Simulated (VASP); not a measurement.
A run of VASP 6.6.1:

File INCAR:

```
SYSTEM = Bi
ALGO = Normal
EDIFF = 1E-7
ENCUT = 520
GGA = PE
ISIF = 2
ISMEAR = -1
LASPH = .TRUE.
LCHARG = .FALSE.
LREAL = .FALSE.
LWAVE = .FALSE.
NBANDS = 14
NELM = 60
PREC = Accurate
SIGMA = 0.06122561905347299
```

File KPOINTS:

```
k-points
0
G
  33 33 33
  0 0 0
```

The input POSCAR:

```
Bi
1.0
    3.2984659169      0.0000000000      0.0000000000
    0.0000000000      3.2984659169      0.0000000000
    0.0000000000      0.0000000000      3.2984659169
Bi
1
Direct
    0.0000000000      0.0000000000      0.0000000000
```

Potentials or basis: VASP PAW PBE potentials, release 64 (Bi_d).

Run with:

```sh
$ cat potpaw_PBE.64/Bi_d/POTCAR > POTCAR
$ mpirun -np 1 vasp_std > vasp.out
```

Hardware: 1 thread of Oxide Virtual Turin-like Processor, on a shared host.

**Question.** How long does it take, and how much memory?

**Answer.** Run time: 9 min on 1 thread of Oxide Virtual Turin-like Processor, on a shared host, peak memory 0.48 GiB. Counts: scf iterations 12, k points 969.
